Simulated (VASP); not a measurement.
# In (Im-3m) in VASP: a series of runs

Runs on In. Level: PBE. Tasks: single point.

Everything below comes from runs of VASP 6.6.1. Logs are shortened: lines on timing, memory, paths and dates and some standing lists are left out, and cuts for length are marked.

**1. The cell of the first run**

The structure is cubic, space group Im-3m (No. 229). Conventional cell: a = 3.779 Å, b = 3.779 Å, c = 3.779 Å, α = 90.00°, β = 90.00°, γ = 90.00°. Within 4.3 Å of In (site symmetry m-3m) lie 14 In at 3.27 to 3.78 Å.

**2. Single point, PBE (volume scaled by 0.971, to set the pressure)**

File INCAR:

```
SYSTEM = In
  ALGO = Normal
  EDIFF = 1E-6
  ENCUT = 520
  GGA = PE
  ISIF = 2
  ISMEAR = -1
  LASPH = .True.
  LCHARG = .False.
  LREAL = .False.
  LWAVE = .False.
  NBANDS = 12
  NELM = 80
  PREC = Accurate
  SIGMA = 0.08
```

File KPOINTS:

```
k-points
0
Gamma
  14 14 14
  0 0 0
```

File POSCAR:

```
In
1.0
   -1.8892673566      1.8892673566      1.8892673566
    1.8892673566     -1.8892673566      1.8892673566
    1.8892673566      1.8892673566     -1.8892673566
In
1
Direct
    0.0000000000      0.0000000000      0.0000000000
```

Potentials or basis: VASP PAW PBE potentials, release 64 (In_d).

The run is started by

```console
> cat potpaw_PBE.64/In_d/POTCAR > POTCAR
> mpirun -np 1 vasp_std > vasp.out
```

OUTCAR:

```text
SYSTEM = In
   EDIFF = 1E-6
   ENCUT = 520
   GGA = PE
   ISIF = 2
   ISMEAR = -1
   LASPH = .True.
   LREAL = .False.
   NELM = 80
   PREC = Accurate

 ion  position               nearest neighbor table
   1  0.000  0.000  0.000-

  LATTYP: Found a body centered cubic cell.
 ALAT       =     3.7785347132

  Lattice vectors:

 A1 = (  -1.8892673566,   1.8892673566,   1.8892673566)
 A2 = (   1.8892673566,  -1.8892673566,   1.8892673566)
 A3 = (   1.8892673566,   1.8892673566,  -1.8892673566)

Analysis of symmetry for initial positions (statically):
=====================================================================
 Subroutine PRICEL returns:
 Original cell was already a primitive cell.

 Routine SETGRP: Setting up the symmetry group for a
 body centered cubic supercell.

 Subroutine GETGRP returns: Found 48 space group operations
 (whereof 48 operations were pure point group operations)
 out of a pool of 48 trial point group operations.

The static configuration has the point symmetry O_h .

Analysis of symmetry for dynamics (positions and initial velocities):
=====================================================================
 Subroutine PRICEL returns:
 Original cell was already a primitive cell.

 Routine SETGRP: Setting up the symmetry group for a
 body centered cubic supercell.

 Subroutine GETGRP returns: Found 48 space group operations
 (whereof 48 operations were pure point group operations)
 out of a pool of 48 trial point group operations.

The dynamic configuration has the point symmetry O_h .

 Subroutine INISYM returns: Found 48 space group operations
 (whereof 48 operations are pure point group operations),
 and found     1 'primitive' translations

----------------------------------------------------------------------------------------

                                     Primitive cell

  volume of cell :      26.9737

  direct lattice vectors                    reciprocal lattice vectors
    -1.889267357  1.889267357  1.889267357     0.000000000  0.264652855  0.264652855
     1.889267357 -1.889267357  1.889267357     0.264652855  0.000000000  0.264652855
     1.889267357  1.889267357 -1.889267357     0.264652855  0.264652855  0.000000000

  length of vectors
     3.272307051  3.272307051  3.272307051     0.374275657  0.374275657  0.374275657

  position of ions in fractional coordinates (direct lattice)
     0.000000000  0.000000000  0.000000000

  ion indices of the primitive-cell ions
   primitive index   ion index
                 1           1

----------------------------------------------------------------------------------------

 KPOINTS: k-points

Automatic generation of k-mesh.
 Grid dimensions read from file:
 generate k-points for:   14   14   14

 Generating k-lattice:

  Cartesian coordinates                     Fractional coordinates (reciprocal lattice)
     0.000000000  0.018903775  0.018903775     0.071428571  0.000000000  0.000000000
     0.018903775  0.000000000  0.018903775     0.000000000  0.071428571  0.000000000
     0.018903775  0.018903775  0.000000000     0.000000000  0.000000000  0.071428571

  Length of vectors
     0.026733976  0.026733976  0.026733976

  Shift w.r.t. Gamma in fractional coordinates (k-lattice)
     0.000000000  0.000000000  0.000000000

 Subroutine IBZKPT returns following result:
 ===========================================

 Found    104 irreducible k-points:

 Following reciprocal coordinates:
            Coordinates               Weight
  0.000000  0.000000  0.000000      1.000000
  0.071429  0.000000  0.000000     12.000000
  0.142857  0.000000  0.000000     12.000000
  0.214286  0.000000  0.000000     12.000000
  0.285714  0.000000  0.000000     12.000000
  0.357143  0.000000  0.000000     12.000000
[... 16 lines left out ...]
  0.285714  0.285714  0.000000     24.000000
  0.357143  0.285714  0.000000     24.000000
 [... further k-points ...]
   k-points           NKPTS =    104   k-points in BZ     NKDIM =    104   number of bands    NBANDS=     12
   number of dos      NEDOS =    301   number of ions     NIONS =      1
   total plane-waves  NPLWV =  13824
   dimension x,y,z NGX =    24 NGY =   24 NGZ =   24
   dimension x,y,z NGXF=    48 NGYF=   48 NGZF=   48
   ions per type =               1
   NGX,Y,Z   is equivalent  to a cutoff of  12.19, 12.19, 12.19 a.u.
   NGXF,Y,Z  is equivalent  to a cutoff of  24.39, 24.39, 24.39 a.u.
 SYSTEM =  In
   PREC   = accura    normal or accurate (medium, high low for compatibility)
   ISTART =      0    job   : 0-new  1-cont  2-samecut
   ICHARG =      2    charge: 1-file 2-atom 10-const
   ISPIN  =      1    spin polarized calculation?
   LNONCOLLINEAR =      F non collinear calculations
   LSORBIT =      F    spin-orbit coupling
   LASPH  =      T    aspherical Exc in radial PAW
   ENCUT  =  520.0 eV  38.22 Ry    6.18 a.u.   6.08  6.08  6.08*2*pi/ulx,y,z
   NELM   =     80;   NELMIN=  2; NELMDL= -5     # of ELM steps
   EDIFF  = 0.1E-05   stopping-criterion for ELM
   LREAL  =      F    real-space projection
   EDIFFG = 0.1E-04   stopping-criterion for IOM
   NSW    =      0    number of steps for IOM
   IBRION =     -1    ionic relax: 0-MD 1-quasi-New 2-CG
   NFREE  =      0    steps in history (QN), initial steepest desc. (CG)
   ISIF   =      2    stress and relaxation
   ISYM   =      2    0-nonsym 1-usesym 2-fastsym
   POTIM  = 0.5000    time-step for ionic-motion
   TEBEG  =    0.0;   TEEND  =   0.0 temperature during run
   PSTRESS=    0.0 pullay stress
   NELECT =      13.0000    total number of electrons
   NUPDOWN=      -1.0000    fix difference up-down
   EMIN   =  10.00;   EMAX   =-10.00  energy-range for DOS
   EFERMI =   0.00;   METHOD = LEGACY
   ISMEAR =    -1;   SIGMA  =   0.08  broadening in eV -4-tet -1-fermi 0-gaus
   EFERMI_NEDOS =   21; number of points for ismear=-14 and -15
   IALGO  =     38    algorithm
   IMIX   =      4    mixing-type and parameters
     AMIX     =   0.40;   BMIX     =  1.00
     AMIX_MAG =   1.60;   BMIX_MAG =  1.00
  volume/ion in A,a.u.               =      26.97       182.03
  Fermi-wavevector in a.u.,A,eV,Ry     =   1.283539  2.425538 22.415236  1.647473
  Thomas-Fermi vector in A             =   2.415786
   LORBIT       =      0    0 simple, 1 ext, 2 COOP (PROOUT), +10 PAW based schemes
   GGA     = PE    functional components
   LHFCALC =     F    Hartree Fock is set to
   AEXX    =    0.0000 exact exchange contribution
   IVDW    =     0    specifies the selected vdW correction
   LEPSILON=     F    determine dielectric tensor
   LRPA    =     F    only Hartree local field effects (RPA)
 non-spin polarized calculation
  energy-cutoff  :      520.00
  volume of cell :       26.97
 maximum number of plane-waves:       737
   NGX = 13   NGY = 13   NGZ = 13

 number of electron      13.0000011 magnetization

 Free energy of the ion-electron system (eV)
  ---------------------------------------------------
  ext. energy  EPLUGINS =         0.00000000
  ---------------------------------------------------
  free energy    TOTEN  =        -2.55099587 eV

  energy without entropy =       -2.53855281  energy(sigma->0) =       -2.54477434

 E-fermi :   7.1472     XC(G=0): -10.1110

 val. band max:        7.1214310417   @ k =  -0.3571  -0.4286   0.1429
 cond. band min:       7.1723058718   @ k =  -0.3571   0.5000   0.2143
 fundamental gap:      0.0508748300
 Fermi energy:         7.1472368452

 k-point     1 :       0.0000    0.0000    0.0000
  band No.  band energies     occupation
      1      -7.4689      2.00000
      2      -7.4689      2.00000
      3      -7.4689      2.00000
      4      -7.2120      2.00000
      5      -7.2120      2.00000
      6      -2.1494      2.00000
      7      17.9663      0.00000
      8      17.9663      0.00000
      9      17.9663      0.00000
     10      20.0961      0.00000
     11      20.0961      0.00000
     12      20.0961      0.00000

 k-point     2 :       0.0714    0.0000    0.0000
  band No.  band energies     occupation
      1      -7.4740      2.00000
      2      -7.4640      2.00000
      3      -7.4492      2.00000
      4      -7.2175      2.00000
      5      -7.2123      2.00000
      6      -2.0341      2.00000
      7      16.8081      0.00000
      8      17.4169      0.00000
      9      17.7028      0.00000
     10      19.3262      0.00000
     11      19.6410      0.00000
     12      19.9550      0.00000

 k-point     3 :       0.1429    0.0000    0.0000
  band No.  band energies     occupation
      1      -7.4883      2.00000
      2      -7.4530      2.00000
      3      -7.3936      2.00000
      4      -7.2312      2.00000
      5      -7.2129      2.00000
      6      -1.6857      2.00000
      7      14.4681      0.00000
      8      16.3360      0.00000
      9      16.9967      0.00000
     10      18.6298      0.00000
     11      18.9151      0.00000
     12      20.0759      0.00000
[... 286 lines left out ...]
 k-point    23 :       0.2857    0.2857    0.0000
  band No.  band energies     occupation
      1      -7.5243      2.00000
      2      -7.3771      2.00000
      3      -7.2786      2.00000
      4      -7.2227      2.00000
      5      -7.1509      2.00000
      6       3.3993      2.00000
      7       6.4634      1.99961
      8       7.5780      0.00913
      9      13.2942      0.00000
     10      20.0497      0.00000
     11      20.1282      0.00000
     12      22.7258      0.00000

 k-point    24 :       0.3571    0.2857    0.0000
  band No.  band energies     occupation
      1      -7.5237      2.00000
      2      -7.3552      2.00000
      3      -7.2963      2.00000
      4      -7.2060      2.00000
      5      -7.1656      2.00000
      6       4.2965      2.00000
      7       5.7158      2.00000
      8       7.0977      1.29989
      9      13.1994      0.00000
     10      20.0093      0.00000
     11      21.3049      0.00000
     12      21.3429      0.00000

 [... further k-points ...]

------------------------ aborting loop because EDIFF is reached ----------------------------------------

  FORCE on cell =-STRESS in cart. coord.  units (eV):
  Direction    XX          YY          ZZ          XY          YZ          ZX
  --------------------------------------------------------------------------------------
  -------------------------------------------------------------------------------------
  Total        0.1731164      0.1731164      0.1731164      0.0000000      0.0000000      0.0000000
  in kB       10.2827345     10.2827345     10.2827345      0.0000000      0.0000000      0.0000000
  external PRESSURE =      10.2827345 kB  Pullay stress =       0.0000000 kB

 VOLUME and BASIS-vectors are now :
 -----------------------------------------------------------------------------
  energy-cutoff  :      520.00
  volume of cell :       26.97
      direct lattice vectors                 reciprocal lattice vectors
    -1.889267357  1.889267357  1.889267357     0.000000000  0.264652855  0.264652855
     1.889267357 -1.889267357  1.889267357     0.264652855  0.000000000  0.264652855
     1.889267357  1.889267357 -1.889267357     0.264652855  0.264652855  0.000000000

 POSITION                                       TOTAL-FORCE (eV/Angst)
 -----------------------------------------------------------------------------------
      0.00000      0.00000      0.00000         0.000000      0.000000      0.000000
 -----------------------------------------------------------------------------------
    total drift:                                0.000000      0.000000      0.000000

  FREE ENERGIE OF THE ION-ELECTRON SYSTEM (eV)
  ---------------------------------------------------
  free  energy   TOTEN  =        -2.5509958677 eV

  energy  without entropy=       -2.5385528054  energy(sigma->0) =       -2.54477434
```

It took 7.9 s on 1 thread of Intel Xeon 6975P-C (Granite Rapids), shared host; peak memory 0.15 GiB.

Results:

```yaml
Free_energy: -2.5510 eV
Pressure: 1.0 GPa
```

Caveat: the cell differs from its parent crystal (volume scaled by 0.971, to set the pressure); spin-orbit coupling is left out, which moves the levels of the heavy elements.

**3. Single point, PBE**

File INCAR:

```
PREC = Accurate ; ENCUT = 520
EDIFF = 1E-7 ; ISMEAR = -1
SIGMA = 0.08 ; LREAL = F
LASPH = T ; NELM = 80
ALGO = Normal ; ISIF = 2
LWAVE = F ; LCHARG = F
GGA = PE ; NBANDS = 12
```

File KPOINTS:

```
regular mesh
0
Gamma
  14 14 14
```

File POSCAR:

```
In
1.0
   -1.8887964636      1.8887964636      1.8887964636
    1.8887964636     -1.8887964636      1.8887964636
    1.8887964636      1.8887964636     -1.8887964636
In
1
Direct
    0.0000000000      0.0000000000      0.0000000000
```

Potentials or basis: VASP PAW PBE potentials, release 64 (In_d).

The run is started by

```console
> cat potpaw_PBE.64/In_d/POTCAR > POTCAR
> mpirun -np 1 vasp_std > vasp.out
```

OUTCAR:

```text
PREC = Accurate
   ENCUT = 520
   EDIFF = 1E-7
   ISMEAR = -1
   LREAL = F
   LASPH = T
   NELM = 80
   ISIF = 2
   GGA = PE

 ion  position               nearest neighbor table
   1  0.000  0.000  0.000-

  LATTYP: Found a body centered cubic cell.
 ALAT       =     3.7775929272

  Lattice vectors:

 A1 = (  -1.8887964636,   1.8887964636,   1.8887964636)
 A2 = (   1.8887964636,  -1.8887964636,   1.8887964636)
 A3 = (   1.8887964636,   1.8887964636,  -1.8887964636)

[... 536 lines left out ...]
     12      21.3591      0.00000

 [... further k-points ...]

------------------------ aborting loop because EDIFF is reached ----------------------------------------

  FORCE on cell =-STRESS in cart. coord.  units (eV):
  Direction    XX          YY          ZZ          XY          YZ          ZX
  --------------------------------------------------------------------------------------
  -------------------------------------------------------------------------------------
  Total        0.1772837      0.1772837      0.1772837     -0.0000000      0.0000000      0.0000000
  in kB       10.5381374     10.5381374     10.5381374     -0.0000000      0.0000000      0.0000000
  external PRESSURE =      10.5381374 kB  Pullay stress =       0.0000000 kB

 VOLUME and BASIS-vectors are now :
 -----------------------------------------------------------------------------
  energy-cutoff  :      520.00
  volume of cell :       26.95
      direct lattice vectors                 reciprocal lattice vectors
    -1.888796464  1.888796464  1.888796464     0.000000000  0.264718835  0.264718835
     1.888796464 -1.888796464  1.888796464     0.264718835  0.000000000  0.264718835
     1.888796464  1.888796464 -1.888796464     0.264718835  0.264718835  0.000000000

 POSITION                                       TOTAL-FORCE (eV/Angst)
 -----------------------------------------------------------------------------------
      0.00000      0.00000      0.00000        -0.000000      0.000000      0.000000
 -----------------------------------------------------------------------------------
    total drift:                               -0.000000      0.000000     -0.000000

  FREE ENERGIE OF THE ION-ELECTRON SYSTEM (eV)
  ---------------------------------------------------
  free  energy   TOTEN  =        -2.5508511868 eV

  energy  without entropy=       -2.5384195722  energy(sigma->0) =       -2.54463538
```

OSZICAR:

```text
N       E                     dE             d eps       ncg     rms          rms(c)
DAV:   1     0.793455934694E+02    0.79346E+02   -0.62430E+03  2520   0.135E+03
DAV:   2     0.134288578370E+01   -0.78003E+02   -0.76128E+02  2620   0.294E+02
DAV:   3    -0.248757662399E+01   -0.38305E+01   -0.38174E+01  3024   0.652E+01
DAV:   4    -0.257264283919E+01   -0.85066E-01   -0.85042E-01  3084   0.977E+00
DAV:   5    -0.257683772741E+01   -0.41949E-02   -0.41947E-02  3376   0.195E+00    0.215E+00
DAV:   6    -0.255537082249E+01    0.21467E-01   -0.34155E-02  3080   0.370E+00    0.106E+00
DAV:   7    -0.255111562928E+01    0.42552E-02   -0.10716E-02  3152   0.191E+00    0.240E-01
DAV:   8    -0.255084403785E+01    0.27159E-03   -0.81107E-04  3280   0.469E-01    0.305E-02
DAV:   9    -0.255085033997E+01   -0.63021E-05   -0.12929E-05  3496   0.479E-02    0.145E-02
DAV:  10    -0.255085116131E+01   -0.82135E-06   -0.12462E-06  2836   0.109E-02    0.133E-03
DAV:  11    -0.255085118681E+01   -0.25499E-07   -0.31050E-08  2096   0.197E-03
   1 F= -.25508512E+01 E0= -.25446354E+01  d E =-.124316E-01
```

stdout:

```text
POSCAR found type information on POSCAR In
 POSCAR found :  1 types and       1 ions
 scaLAPACK will be used
 LDA part: xc-table for (Slater+PW92), standard interpolation
 POSCAR, INCAR and KPOINTS ok, starting setup
 FFT: planning ... GRIDC
 FFT: planning ... GRID_SOFT
 FFT: planning ... GRID
 WAVECAR not read
 entering main loop
```

Wall time 8.5 s (1 thread of Intel Xeon 6975P-C (Granite Rapids), shared host); peak memory 0.16 GiB.

What came out:

```
Free energy : -2.5509 eV
Pressure    : 1.1 GPa
```

Levels at points of the mesh, in eV from the Fermi level:
```
           k point  band 2  band 3  band 4  band 5  band 6  band 7  band 8  band 9  band 10  band 11
(0.00, 0.00, 0.00)  -14.62  -14.62  -14.36  -14.36   -9.30   10.83   10.83   10.83    12.95    12.95
(0.50, 0.00, 0.00)  -14.65  -14.37  -14.36  -14.20   -3.88   -3.03    5.82    7.26     9.99     9.99
(0.50, 0.50, 0.50)  -14.71  -14.24  -14.24  -14.24    0.86    1.30    1.30    1.30     5.26     5.26
```

Caveat: spin-orbit coupling is left out, which moves the levels of the heavy elements.

**4. Single point, PBE**

File INCAR:

```
SYSTEM = In
  PREC = Accurate
  ENCUT = 520
  EDIFF = 1E-6
  ISMEAR = -1
  SIGMA = 0.08
  LREAL = .FALSE.
  LASPH = .TRUE.
  NELM = 60
  ALGO = Normal
  ISIF = 2
  LWAVE = .FALSE.
  LCHARG = .TRUE.
  GGA = PE
  LELF = .TRUE.
  LVHAR = .TRUE.
  NBANDS = 12
```

File KPOINTS:

```
Automatic mesh
0
G
  14 14 14
  0 0 0
```

POSCAR is that of step 3.

The run is started by

```console
> cat potpaw_PBE.64/In_d/POTCAR > POTCAR
> mpirun -np 1 vasp_std > vasp.out
```

Run time: 8.3 s. Hardware: 1 thread of Intel Xeon 6975P-C (Granite Rapids), shared host; peak memory 0.15 GiB.

Results (log left out):

| Item | Value |
| --- | --- |
| Free energy | -2.5509 eV |
| Pressure | 1.1 GPa |

Levels at points of the mesh, in eV from the Fermi level:
```
           k point  band 3  band 4  band 5  band 6  band 7  band 8  band 9  band 10
(0.00, 0.00, 0.00)  -14.62  -14.36  -14.36   -9.30   10.83   10.83   10.83    12.95
(0.50, 0.00, 0.00)  -14.37  -14.36  -14.20   -3.88   -3.03    5.82    7.26     9.99
(0.50, 0.50, 0.50)  -14.24  -14.24  -14.24    0.86    1.30    1.30    1.30     5.26
```

Caveat: spin-orbit coupling is left out, which moves the levels of the heavy elements.

**5. Single point, PBE**

This run uses another cell than the first one, of 27.78 Å³/atom, 1.030 times its volume.

File INCAR:

```
PREC = Accurate
ENCUT = 520
EDIFF = 1E-6
ISMEAR = -1
SIGMA = 0.08
LREAL = False
LASPH = True
NELM = 100
ALGO = Normal
ISIF = 2
LWAVE = False
LCHARG = True
GGA = PE
LELF = True
LVHAR = True
NBANDS = 12
```

File KPOINTS:

```
Automatic mesh
0
Gamma
  14 14 14
```

File POSCAR:

```
In
1.0
   -1.9078915189      1.9078915189      1.9078915189
    1.9078915189     -1.9078915189      1.9078915189
    1.9078915189      1.9078915189     -1.9078915189
In
1
Direct
    0.0000000000      0.0000000000      0.0000000000
```

The run is started by

```console
> cat potpaw_PBE.64/In_d/POTCAR > POTCAR
> mpirun -np 1 vasp_std > vasp.out
```

Wall time 18 s (1 thread of Intel Xeon 6975P-C (Granite Rapids), shared host); peak memory 0.17 GiB.

Results (log left out):

```yaml
Free_energy: -2.5537 eV
Pressure: 0.0 GPa
```

Levels at points of the mesh, in eV from the Fermi level:
| k point | band 3 | band 4 | band 5 | band 6 | band 7 | band 8 | band 9 | band 10 |
| --- | --- | --- | --- | --- | --- | --- | --- | --- |
| (0.00, 0.00, 0.00) | -14.59 | -14.35 | -14.35 | -9.10 | 10.51 | 10.51 | 10.51 | 12.86 |
| (0.50, 0.00, 0.00) | -14.36 | -14.35 | -14.20 | -3.88 | -2.91 | 5.69 | 7.15 | 9.76 |
| (0.50, 0.50, 0.50) | -14.24 | -14.24 | -14.24 | 0.65 | 1.30 | 1.30 | 1.30 | 5.21 |

Caveat: spin-orbit coupling is left out, which moves the levels of the heavy elements.

**6. The runs side by side**

| cell | gap on the mesh (eV) | pressure (GPa) |
| --- | --- | --- |
| a = 3.272 Å, angles 109.5°, 1 atom | none | 1.0 |
| a = 3.271 Å, angles 109.5°, 1 atom | none | 1.1 |
| a = 3.305 Å, angles 109.5°, 1 atom | none | 0.0 |

Alike in all rows: task single point; level PBE; potentials or basis VASP PAW PBE potentials, release 64 (In_d); no spin polarisation; k mesh 14 × 14 × 14; cutoff (eV) 520; smearing fermi-dirac 0.08 eV.

Caveats: spin-orbit coupling is left out, which moves the levels of the heavy elements.

Total energies depend on the potentials used, so only differences within one code and one set of settings carry meaning.
